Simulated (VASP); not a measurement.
Set up this calculation in VASP 6.6.1, as the native input.

```yaml
Task: single point
Functional: r2SCAN
Potentials_or_basis: VASP PAW PBE potentials, release 64 (Hf_pv)
Cutoff: 520 eV
k_mesh: 11 × 11 × 11
Occupations: methfessel-paxton, width 0.1 eV
Spin: no spin polarisation
Dipole_correction: no
Further_INCAR_settings: ALGO = Normal; EDIFF = 1e-06; NBANDS = 11
```

Crystal: Hf.

```
Hf
1.0
     0.00000    2.22738    2.22738
     2.22738    0.00000    2.22738
     2.22738    2.22738    0.00000
Hf
1
Direct
  0.00000 0.00000 0.00000
```

The input as run:

POSCAR

```
Hf
1.0
    0.0000000000      2.2273754695      2.2273754695
    2.2273754695      0.0000000000      2.2273754695
    2.2273754695      2.2273754695      0.0000000000
Hf
1
Direct
    0.0000000000      0.0000000000      0.0000000000
```

INCAR.step1

```
SYSTEM = Hf
  ALGO = Normal
  EDIFF = 1E-4
  ENCUT = 520
  GGA = PE
  ISMEAR = 1
  LASPH = .TRUE.
  LCHARG = .FALSE.
  LREAL = .FALSE.
  LWAVE = .TRUE.
  NBANDS = 11
  NELM = 60
  PREC = Accurate
  SIGMA = 0.1
```

INCAR.step2

```
SYSTEM = Hf
  ALGO = Normal
  EDIFF = 1E-6
  ENCUT = 520
  ISIF = 2
  ISMEAR = 1
  ISTART = 1
  LASPH = .TRUE.
  LCHARG = .FALSE.
  LMIXTAU = .TRUE.
  LREAL = .FALSE.
  LWAVE = .FALSE.
  METAGGA = R2SCAN
  NBANDS = 11
  NELM = 60
  PREC = Accurate
  SIGMA = 0.1
```

KPOINTS

```
k-points
0
G
  11 11 11
  0 0 0
```

Potentials or basis: VASP PAW PBE potentials, release 64 (Hf_pv).

Launch:

```sh
$ cat potpaw_PBE.64/Hf_pv/POTCAR > POTCAR
$ cp INCAR.step1 INCAR
$ mpirun -np 1 vasp_std > vasp.out
$ cp INCAR.step2 INCAR
$ mpirun -np 1 vasp_std > vasp.out
```

It gave:

| Quantity | Value |
| --- | --- |
| Pressure | 1.0 GPa |
| Band gap on the k mesh | zero (band 5 reaches 6.30 eV, above the bottom of band 6 at 4.39 eV) |

Caveat: the PAW data sets were made with another functional, which shifts forces and pressure a little; spin-orbit coupling is left out, which moves the levels of the heavy elements.

Run time: 16 s on 1 thread of Intel(R) Xeon(R) 6975P-C (Granite Rapids), with other jobs on the host, peak memory 0.15 GiB.
